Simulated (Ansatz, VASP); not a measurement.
Two plane-wave programs on TaN

Contents of POSCAR:

```
TaN
1.0
    0.0000000000      2.1964814589      2.1964814589
    2.1964814589      0.0000000000      2.1964814589
    2.1964814589      2.1964814589      0.0000000000
Ta N
1 1
Direct
    0.5000000000      0.5000000000      0.5000000000
    0.0000000000      0.0000000000      0.0000000000
```

Contents of INCAR.step1:

```
PREC     = Accurate       # precision mode
ENCUT    = 520            # plane-wave cutoff, eV
EDIFF    = 1E-5           # SCF threshold, eV
ISMEAR   = -1             # smearing method
SIGMA    = 0.05           # smearing width, eV
LREAL    = False          # projectors in reciprocal space
LASPH    = True           # aspherical terms in the spheres
NELM     = 60             # most SCF steps
ALGO     = Normal         # electronic algorithm
ISIF     = 2              # what is computed and relaxed
LWAVE    = True           # write WAVECAR
LCHARG   = False          # write CHGCAR
NBANDS   = 15             # bands
GGA      = PE             # functional
```

The input INCAR.step2:

```
PREC     = Accurate       # precision mode
ENCUT    = 520            # plane-wave cutoff, eV
EDIFF    = 1E-7           # SCF threshold, eV
ISMEAR   = -1             # smearing method
SIGMA    = 0.05           # smearing width, eV
LREAL    = False          # projectors in reciprocal space
LASPH    = True           # aspherical terms in the spheres
NELM     = 60             # most SCF steps
ALGO     = Normal         # electronic algorithm
ISIF     = 2              # what is computed and relaxed
LWAVE    = False          # write WAVECAR
LCHARG   = False          # write CHGCAR
GGA      = PE             # functional
LHFCALC  = True           # exact exchange
AEXX     = 0.25           # exact-exchange fraction
PRECFOCK = Normal       
NBANDS   = 15             # bands
ISTART   = 1
```

File KPOINTS:

```
Automatic mesh
0
Gamma
  6 6 6
```

Contents of input.yaml:

```yaml
crystal:
  lattice:
    - [0.0, 2.1964814589, 2.1964814589]
    - [2.1964814589, 0.0, 2.1964814589]
    - [2.1964814589, 2.1964814589, 0.0]
  atoms:
    - { symbol: Ta, position: [0.5, 0.5, 0.5] }
    - { symbol: "N", position: [0.0, 0.0, 0.0] }
hamiltonian:
  xc: pbe0
  pseudopotentials: { kind: paw }
kpoints:
  mp_grid: { grid: [6, 6, 6] }
scf:
  occupations: { method: fermi_dirac, width: 0.05 }
output:
  forces: true
  stress: true
  eigenvalues: true
  write_density: true
  write_potential: true
  elf: true
  volumetric_format: npy
```

Alike in both runs: task single point; functional PBE0; k mesh 6 × 6 × 6; occupations fermi-dirac, width 0.05 eV; no spin polarisation.

```csv
,VASP,Ansatz
version,VASP 6.6.1,Ansatz 0.2.0
potentials or method,"VASP PAW PBE potentials, release 64 (Ta_pv, N)",Ansatz PAW
plane-wave cutoff (eV),520,420
valence electrons in the cell,16,18
```

|  | VASP | Ansatz | Ansatz less VASP |
| --- | --- | --- | --- |
| gap on the k mesh at the Fermi level (eV) | none | none | - |
| pressure (GPa) | -2.9 | -2.5 | +0.34 |

A gap of «none» marks a metal or a gap that the smearing closes. The functional is the same, so the differences come from potentials, cutoffs and numerics. VASP's potentials hold 16 valence electrons a cell and Ansatz's 18, so a difference there can come from the potentials and not from the codes.

The k mesh is coarse, so the values compare programs but aren't converged. Neither program's run includes spin-orbit coupling.
